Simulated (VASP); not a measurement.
Crystal: Y3BO4.

```
CELL_PARAMETERS angstrom
5.18540 0.00000 0.00000
0.00000 5.18540 0.00000
0.00000 0.00000 5.18540
ATOMIC_POSITIONS crystal
Y 0.50000 0.00000 0.00000
Y 0.00000 0.50000 0.00000
Y 0.00000 0.00000 0.50000
B 0.00000 0.00000 0.00000
O 0.50000 0.50000 0.50000
O 0.00000 0.50000 0.50000
O 0.50000 0.00000 0.50000
O 0.50000 0.50000 0.00000
```

The cell was built from a structure type or drawn by symmetry, and may not be a known phase.

Base run:

```yaml
Program: VASP 6.6.1
Functional: PBE
Potentials_or_basis: VASP PAW PBE potentials, release 64 (Y_sv, B, O)
Cutoff: 520 eV
k_mesh: 4 × 4 × 4
Occupations: gaussian, width 0.1 eV
Spin: collinear spin, ferromagnetic start
Starting_moments: "[0.0, 0.0, 0.0, 0.0, 1.0, 1.0, 1.0, 1.0] μB"
```

Its results: pressure -13.4 GPa.

**Question.** The run is repeated on the same cell with these changes: spin from collinear spin, ferromagnetic start to no spin polarisation; further incar settings from ALGO = Normal; EDIFF = 1e-06; NBANDS = 44 to ALGO = Normal; EDIFF = 1e-07; NBANDS = 40. What comes out?

**Answer.** Pressure -14.3 GPa.

Caveats: the cell stands under tension.
